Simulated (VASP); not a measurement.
# Mg2ZnS3 (P31m) in VASP: further runs

Mg2ZnS3 is run at these levels: PBE; tasks: relaxation of cell and atoms, single point.

Program: VASP 6.6.1. These are calculated values, not measurements. Logs are shortened: lines on timing, memory, paths and dates and some standing lists are left out, and cuts for length are marked.

## Step 1: The cell of the first run

It takes space group P31m (No. 157, trigonal). The conventional cell has a = 4.164 Å, b = 4.164 Å, c = 8.448 Å, α = 90.00°, β = 90.00°, γ = 120.00°. Mg (site symmetry 3m) has 1 Zn at 2.82 Å and 1 Mg at 3.52 Å within 3.7 Å. Mg (site symmetry 3m) has 1 Zn at 2.11 Å and 3 S at 2.29 Å within 2.8 Å. Within 2.4 Å of Zn (site symmetry 3m) lie 3 S at 1.83 Å and 1 Mg at 2.11 Å. S (site symmetry m) has 1 Zn at 1.83 Å and 4 S at 2.17 Å and 1 Mg at 2.29 Å within 2.4 Å.

## Step 2: Relaxation of cell and atoms, PBE

INCAR reads:

```
PREC = Accurate ; ENCUT = 600
EDIFF = 1E-6 ; ISMEAR = 0
SIGMA = 0.1 ; LREAL = False
LASPH = True ; NELM = 80
ALGO = Normal ; ISIF = 3
LWAVE = False ; LCHARG = False
GGA = PE ; IBRION = 2
NSW = 90 ; EDIFFG = -0.04
```

KPOINTS reads:

```
regular mesh
0
Gamma
  6 6 2
```

POSCAR reads:

```
Mg2ZnS3
1.0
    4.1635547900      0.0000000000      0.0000000000
   -2.0817773900      3.6057442200      0.0000000000
    0.0000000000      0.0000000000      8.4477177300
Mg Zn S
2 1 3
Direct
    0.0000000000      0.0000000000      0.4881386000
    0.0000000000      0.0000000000      0.0717538700
    0.0000000000      0.0000000000      0.8219840900
    0.5840618100      0.0000000000      0.8935178100
    0.0000000000      0.5840618100      0.8935178100
    0.4159381900      0.4159381900      0.8935178100
```

Potentials or basis: VASP PAW PBE potentials, release 64 (Mg, Zn, S).

On the command line:

```console
$ cat potpaw_PBE.64/Mg/POTCAR potpaw_PBE.64/Zn/POTCAR potpaw_PBE.64/S/POTCAR > POTCAR
$ mpirun -np 1 vasp_std > vasp.out
```

OUTCAR:

```text
PREC = Accurate
   ENCUT = 600
   EDIFF = 1E-6
   ISMEAR = 0
   LREAL = False
   LASPH = True
   NELM = 80
   ISIF = 3
   GGA = PE
   IBRION = 2
   NSW = 90
   EDIFFG = -0.04

 ion  position               nearest neighbor table
   1  0.000  0.000  0.488-   3 2.82   2 3.52
   2  0.000  0.000  0.072-   3 2.11   5 2.29   4 2.29   6 2.29   5 2.86   4 2.86   6 2.86   1 3.52

   3  0.000  0.000  0.822-   5 1.83   4 1.83   6 1.83   2 2.11   5 2.51   4 2.51   6 2.51   1 2.82

   4  0.584  0.000  0.894-   3 1.83   6 2.17   6 2.17   5 2.17   5 2.17   2 2.29   3 2.51   2 2.86

   5  0.000  0.584  0.894-   3 1.83   6 2.17   6 2.17   4 2.17   4 2.17   2 2.29   3 2.51   2 2.86

   6  0.416  0.416  0.894-   3 1.83   4 2.17   5 2.17   4 2.17   5 2.17   2 2.29   3 2.51   2 2.86

  LATTYP: Found a hexagonal cell.
 ALAT       =     4.1635547900
 C/A-ratio  =     2.0289675905

  Lattice vectors:

 A1 = (   4.1635547900,   0.0000000000,   0.0000000000)
 A2 = (  -2.0817773900,   3.6057442200,   0.0000000000)
 A3 = (   0.0000000000,   0.0000000000,   8.4477177300)

Analysis of symmetry for initial positions (statically):
=====================================================================
 Subroutine PRICEL returns:
 Original cell was already a primitive cell.

 Routine SETGRP: Setting up the symmetry group for a
 hexagonal supercell.

 Subroutine GETGRP returns: Found  6 space group operations
 (whereof  6 operations were pure point group operations)
 out of a pool of 24 trial point group operations.

The static configuration has the point symmetry C_3v.

Analysis of symmetry for dynamics (positions and initial velocities):
=====================================================================
 Subroutine PRICEL returns:
 Original cell was already a primitive cell.

 Routine SETGRP: Setting up the symmetry group for a
 hexagonal supercell.

 Subroutine GETGRP returns: Found  6 space group operations
 (whereof  6 operations were pure point group operations)
 out of a pool of 24 trial point group operations.

The dynamic configuration has the point symmetry C_3v.

 Subroutine INISYM returns: Found  6 space group operations
 (whereof  6 operations are pure point group operations),
 and found     1 'primitive' translations

----------------------------------------------------------------------------------------

                                     Primitive cell

  volume of cell :     126.8232

  direct lattice vectors                    reciprocal lattice vectors
     4.163554790  0.000000000  0.000000000     0.240179378  0.138667628  0.000000000
    -2.081777390  3.605744220  0.000000000     0.000000000  0.277335257  0.000000000
     0.000000000  0.000000000  8.447717730     0.000000000  0.000000000  0.118375167

  length of vectors
     4.163554790  4.163554789  8.447717730     0.277335257  0.277335257  0.118375167

  position of ions in fractional coordinates (direct lattice)
     0.000000000  0.000000000  0.488138600
     0.000000000  0.000000000  0.071753870
     0.000000000  0.000000000  0.821984090
     0.584061810  0.000000000  0.893517810
     0.000000000  0.584061810  0.893517810
     0.415938190  0.415938190  0.893517810

  ion indices of the primitive-cell ions
   primitive index   ion index
                 1           1
                 2           2
                 3           3
                 4           4
                 5           5
                 6           6

----------------------------------------------------------------------------------------

 KPOINTS: regular mesh

Automatic generation of k-mesh.
 Grid dimensions read from file:
 generate k-points for:    6    6    2

 Generating k-lattice:

  Cartesian coordinates                     Fractional coordinates (reciprocal lattice)
     0.040029896  0.023111271  0.000000000     0.166666667  0.000000000  0.000000000
     0.000000000  0.046222543  0.000000000     0.000000000  0.166666667  0.000000000
     0.000000000  0.000000000  0.059187584     0.000000000  0.000000000  0.500000000

  Length of vectors
     0.046222543  0.046222543  0.059187584

  Shift w.r.t. Gamma in fractional coordinates (k-lattice)
     0.000000000  0.000000000  0.000000000

 Subroutine IBZKPT returns following result:
 ===========================================

 Found     14 irreducible k-points:

 Following reciprocal coordinates:
            Coordinates               Weight
  0.000000  0.000000  0.000000      1.000000
  0.166667 -0.000000  0.000000      6.000000
  0.333333 -0.000000  0.000000      6.000000
  0.500000 -0.000000  0.000000      3.000000
  0.166667  0.166667  0.000000      6.000000
  0.333333  0.166667  0.000000     12.000000
  0.333333  0.333333  0.000000      2.000000
  0.000000  0.000000  0.500000      1.000000
  0.166667 -0.000000  0.500000      6.000000
  0.333333 -0.000000  0.500000      6.000000
  0.500000 -0.000000  0.500000      3.000000
  0.166667  0.166667  0.500000      6.000000
  0.333333  0.166667  0.500000     12.000000
  0.333333  0.333333  0.500000      2.000000
   k-points           NKPTS =     14   k-points in BZ     NKDIM =     14   number of bands    NBANDS=     21
   number of dos      NEDOS =    301   number of ions     NIONS =      6
   total plane-waves  NPLWV =  90720
   dimension x,y,z NGX =    36 NGY =   36 NGZ =   70
   dimension x,y,z NGXF=    72 NGYF=   72 NGZF=  140
   ions per type =               2   1   3
   NGX,Y,Z   is equivalent  to a cutoff of  14.37, 14.37, 13.78 a.u.
   NGXF,Y,Z  is equivalent  to a cutoff of  28.75, 28.75, 27.55 a.u.
 SYSTEM =  unknown system
   PREC   = accura    normal or accurate (medium, high low for compatibility)
   ISTART =      0    job   : 0-new  1-cont  2-samecut
   ICHARG =      2    charge: 1-file 2-atom 10-const
   ISPIN  =      1    spin polarized calculation?
   LNONCOLLINEAR =      F non collinear calculations
   LSORBIT =      F    spin-orbit coupling
   LASPH  =      T    aspherical Exc in radial PAW
   ENCUT  =  600.0 eV  44.10 Ry    6.64 a.u.   8.32  8.32 16.87*2*pi/ulx,y,z
   NELM   =     80;   NELMIN=  2; NELMDL= -5     # of ELM steps
   EDIFF  = 0.1E-05   stopping-criterion for ELM
   LREAL  =      F    real-space projection
   EDIFFG = -.4E-01   stopping-criterion for IOM
   NSW    =     90    number of steps for IOM
   IBRION =      2    ionic relax: 0-MD 1-quasi-New 2-CG
   NFREE  =      1    steps in history (QN), initial steepest desc. (CG)
   ISIF   =      3    stress and relaxation
   ISYM   =      2    0-nonsym 1-usesym 2-fastsym
   POTIM  = 0.5000    time-step for ionic-motion
   TEBEG  =    0.0;   TEEND  =   0.0 temperature during run
   PSTRESS=    0.0 pullay stress
   NELECT =      34.0000    total number of electrons
   NUPDOWN=      -1.0000    fix difference up-down
   EMIN   =  10.00;   EMAX   =-10.00  energy-range for DOS
   EFERMI =   0.00;   METHOD = LEGACY
   ISMEAR =     0;   SIGMA  =   0.10  broadening in eV -4-tet -1-fermi 0-gaus
   EFERMI_NEDOS =   21; number of points for ismear=-14 and -15
   IALGO  =     38    algorithm
   IMIX   =      4    mixing-type and parameters
     AMIX     =   0.40;   BMIX     =  1.00
     AMIX_MAG =   1.60;   BMIX_MAG =  1.00
  volume/ion in A,a.u.               =      21.14       142.64
  Fermi-wavevector in a.u.,A,eV,Ry     =   1.055605  1.994805 15.161010  1.114303
  Thomas-Fermi vector in A             =   2.190810
   LORBIT       =      0    0 simple, 1 ext, 2 COOP (PROOUT), +10 PAW based schemes
   GGA     = PE    functional components
   LHFCALC =     F    Hartree Fock is set to
   AEXX    =    0.0000 exact exchange contribution
   IVDW    =     0    specifies the selected vdW correction
   LEPSILON=     F    determine dielectric tensor
   LRPA    =     F    only Hartree local field effects (RPA)
 conjugate gradient relaxation of ions
 non-spin polarized calculation
 Gauss-broadening in eV      SIGMA  =   0.10
  energy-cutoff  :      600.00
  volume of cell :      126.82
 maximum number of plane-waves:      4262
 NGX is ok and might be reduce to    36
   NGX = 17   NGY = 17   NGZ = 33

--------------------------------------- Ionic step        1  -------------------------------------------

 number of electron      33.9999988 magnetization

 Free energy of the ion-electron system (eV)
  ---------------------------------------------------
  ext. energy  EPLUGINS =         0.00000000
  ---------------------------------------------------
  free energy    TOTEN  =        -2.22414224 eV

  energy without entropy =       -2.19966311  energy(sigma->0) =       -2.21190267

------------------------ aborting loop because EDIFF is reached ----------------------------------------

  FORCE on cell =-STRESS in cart. coord.  units (eV):
  Direction    XX          YY          ZZ          XY          YZ          ZX
  --------------------------------------------------------------------------------------
  -------------------------------------------------------------------------------------
  Total       54.0311457     54.0311458     20.1287729      0.0000001      0.0000000     -0.0000000
  in kB      682.5840962    682.5840969    254.2900034      0.0000009      0.0000000     -0.0000000
  external PRESSURE =     539.8193988 kB  Pullay stress =       0.0000000 kB
[... 27 lines left out ...]
--------------------------------------- Ionic step        2  -------------------------------------------

 number of electron      34.0000046 magnetization

 E-fermi :  -1.1011     XC(G=0):  -5.6948

 val. band max:       -1.1162865182   @ k =   0.3333   0.3333   0.0000
 cond. band min:      -1.0869149064   @ k =   0.3333   0.1667   0.0000
 fundamental gap:      0.0293716118
 Fermi energy:        -1.1011055625

 k-point     1 :       0.0000    0.0000    0.0000
  band No.  band energies     occupation
      1     -13.5044      2.00000
      2     -11.6208      2.00000
      3     -11.6208      2.00000
      4      -8.0341      2.00000
      5      -7.9260      2.00000
      6      -7.9260      2.00000
[... 398 lines left out ...]
  FREE ENERGIE OF THE ION-ELECTRON SYSTEM (eV)
  ---------------------------------------------------
  free  energy   TOTEN  =       -13.8644028646 eV

  energy  without entropy=      -13.8425512612  energy(sigma->0) =      -13.85347706

[... ionic steps 4 to 19 ...]

--------------------------------------- Ionic step       20  -------------------------------------------

 number of electron      33.9999992 magnetization

------------------------ aborting loop because EDIFF is reached ----------------------------------------
[... 75 lines left out ...]
--------------------------------------- Ionic step       22  -------------------------------------------

 number of electron      33.9999990 magnetization

 Free energy of the ion-electron system (eV)
  ---------------------------------------------------
  ext. energy  EPLUGINS =         0.00000000
  ---------------------------------------------------
  free energy    TOTEN  =       -15.17187737 eV

  energy without entropy =      -15.14985038  energy(sigma->0) =      -15.16086387

 E-fermi :   1.2639     XC(G=0):  -7.1462

 val. band max:        1.1836482898   @ k =   0.3333   0.1667   0.0000
 cond. band min:       1.3254297532   @ k =   0.3333  -0.0000   0.0000
 fundamental gap:      0.1417814634
 Fermi energy:         1.2638820329

 k-point     1 :       0.0000    0.0000    0.0000
  band No.  band energies     occupation
      1     -13.8642      2.00000
      2     -10.1673      2.00000
      3     -10.1673      2.00000
      4      -5.6998      2.00000
      5      -5.6998      2.00000
      6      -5.6811      2.00000
[... 358 lines left out ...]
  FREE ENERGIE OF THE ION-ELECTRON SYSTEM (eV)
  ---------------------------------------------------
  free  energy   TOTEN  =       -15.1718773681 eV

  energy  without entropy=      -15.1498503759  energy(sigma->0) =      -15.16086387

 reached required accuracy - stopping structural energy minimisation
```

It took 12 min on 1 thread of Intel Xeon Platinum 8124M at 3.00GHz (Skylake/Cascade Lake), shared host; peak memory 0.32 GiB.

What came out:

```
Free energy                            : -15.1719 eV
Relaxed volume                         : 31.82 Å³/atom
Relaxed cell                           : a = 5.076 Å, b = 5.076 Å, c = 8.557 Å, α = 90.00°, β = 90.00°, γ = 120.00°
Space group after relaxing (to 0.05 Å) : P31m (No. 157)
Energy gained by relaxing              : 2158.0 meV/atom
Ionic steps                            : 22
Pressure after relaxing                : 0.1 GPa
Largest force after relaxing           : 0.040 eV/Å
Band gap on the k mesh                 : zero (band 17 reaches 1.35 eV, above the bottom of band 18 at 0.84 eV)
```

Forces in eV/Å, atoms in the order of the input:
```
Mg   0.000  0.000  0.022
Mg   0.000  0.000  0.012
Zn   0.000  0.000 -0.040
S    0.002  0.000  0.002
S   -0.001  0.002  0.002
S   -0.001 -0.002  0.002
```

The path:
| step | energy change (eV) | largest force (eV/Å) | pressure (GPa) | volume (Å³) |
| --- | --- | --- | --- | --- |
| 1 | 0.0000 | 16.6950 | 53.98 | 126.82 |
| 2 | -8.6802 | 1.9856 | -4.26 | 303.19 |
| 3 | -11.6403 | 1.4551 | -0.03 | 196.92 |
| 4 | -11.6440 | 1.4963 | 0.20 | 195.32 |
| 5 | -12.0218 | 1.4149 | -0.53 | 197.45 |
| 6 | -12.5447 | 1.0063 | -1.36 | 201.58 |
| 7 | -12.4942 | 1.8490 | -0.50 | 208.01 |
| 8 | -12.6891 | 1.2430 | -1.31 | 204.90 |
| 9 | -12.8640 | 0.3620 | 0.93 | 195.15 |
| 10 | -12.8794 | 0.3277 | 0.32 | 197.21 |
| 11 | -12.9127 | 0.1202 | -0.25 | 199.96 |
| 12 | -12.9155 | 0.1693 | -0.45 | 201.08 |
| 13 | -12.9256 | 0.2071 | -0.01 | 197.75 |
| 14 | -12.9259 | 0.2391 | 0.11 | 197.06 |
| 15 | -12.9332 | 0.1609 | 0.06 | 196.18 |
| 16 | -12.9410 | 0.1606 | 0.04 | 194.13 |
| 17 | -12.9412 | 0.1744 | 0.05 | 193.81 |
| 18 | -12.9447 | 0.0417 | -0.19 | 193.91 |
| 19 | -12.9448 | 0.0340 | -0.22 | 193.93 |
| 20 | -12.9469 | 0.0864 | 0.02 | 191.30 |
| 21 | -12.9469 | 0.0816 | 0.01 | 191.44 |
| 22 | -12.9477 | 0.0398 | 0.07 | 190.91 |

Final structure:
```
Mg Zn S
1.0
     5.07571    0.00000    0.00000
    -2.53785    4.39569    0.00000
     0.00000    0.00000    8.55666
Mg Zn S
2 1 3
Direct
  0.00000 0.00000 0.44454
  0.00000 0.00000 0.09533
  0.00000 0.00000 0.75424
  0.59297 0.00000 0.92277
  0.00000 0.59297 0.92277
  0.40703 0.40703 0.92277
```

Caveat: the k points lie up to 0.37 Å⁻¹ apart in the final cell; the volume moved by over 15 % at a fixed basis, so the end points are rough.

## Step 3: Single point, PBE

This run uses another cell than the first one, of 31.42 Å³/atom, 1.487 times its volume.

INCAR reads:

```
SYSTEM = Mg2ZnS3
  PREC = Accurate
  ENCUT = 520
  EDIFF = 1E-7
  ISMEAR = 0
  SIGMA = 0.1
  LREAL = .FALSE.
  LASPH = .TRUE.
  NELM = 100
  ALGO = Normal
  ISIF = 2
  LWAVE = .FALSE.
  LCHARG = .FALSE.
  GGA = PE
  NBANDS = 26
```

KPOINTS reads:

```
Automatic mesh
0
G
  12 12 6
  0 0 0
```

POSCAR reads:

```
Mg2ZnS3
1.0
    5.0146777804      0.0000000000      0.0000000000
   -2.5073388902      4.3428383497      0.0000000000
    0.0000000000      0.0000000000      8.6568594337
Mg Zn S
2 1 3
Direct
    0.0000000000      0.0000000000      0.4427802209
    0.0000000000      0.0000000000      0.0980880171
    0.0000000000      0.0000000000      0.7481603516
    0.5877698100      0.0000000000      0.9244671335
    0.0000000000      0.5877698100      0.9244671335
    0.4122301900      0.4122301900      0.9244671335
```

Potentials or basis: VASP PAW PBE potentials, release 64 (Mg, Zn, S).

On the command line:

```console
$ cat potpaw_PBE.64/Mg/POTCAR potpaw_PBE.64/Zn/POTCAR potpaw_PBE.64/S/POTCAR > POTCAR
$ mpirun -np 1 vasp_std > vasp.out
```

Run time: 8 min. Hardware: 1 thread of Intel Xeon 6975P-C, shared host; peak memory 0.65 GiB.

Results (log left out):

- Free energy: -15.2107 eV
- Pressure: -0.1 GPa
- Largest force: 0.013 eV/Å
- Band gap on the k mesh: zero (band 17 reaches 1.53 eV, above the bottom of band 18 at 0.89 eV)

Forces in eV/Å, atoms in the order of the input:
```
Mg   0.000  0.000 -0.005
Mg   0.000  0.000 -0.013
Zn   0.000  0.000 -0.002
S   -0.003  0.000  0.007
S    0.001 -0.002  0.007
S    0.001  0.002  0.007
```

Levels at points of the mesh, in eV from the Fermi level:
| k point | band 13 | band 14 | band 15 | band 16 | band 17 | band 18 | band 19 | band 20 | band 21 | band 22 |
| --- | --- | --- | --- | --- | --- | --- | --- | --- | --- | --- |
| (0.00, 0.00, 0.00) | -3.73 | -2.71 | -1.40 | -1.40 | -0.30 | 2.28 | 2.85 | 2.85 | 3.75 | 3.75 |
| (0.50, 0.00, 0.00) | -2.93 | -2.25 | -1.93 | -1.52 | -0.71 | 0.10 | 0.47 | 1.66 | 2.93 | 3.07 |
| (0.00, 0.00, 0.50) | -3.59 | -2.49 | -1.40 | -1.40 | -0.99 | 2.77 | 2.85 | 2.85 | 3.37 | 3.37 |
| (0.50, 0.00, 0.50) | -2.92 | -2.10 | -1.65 | -1.49 | -0.71 | -0.37 | 0.89 | 1.46 | 2.39 | 2.74 |
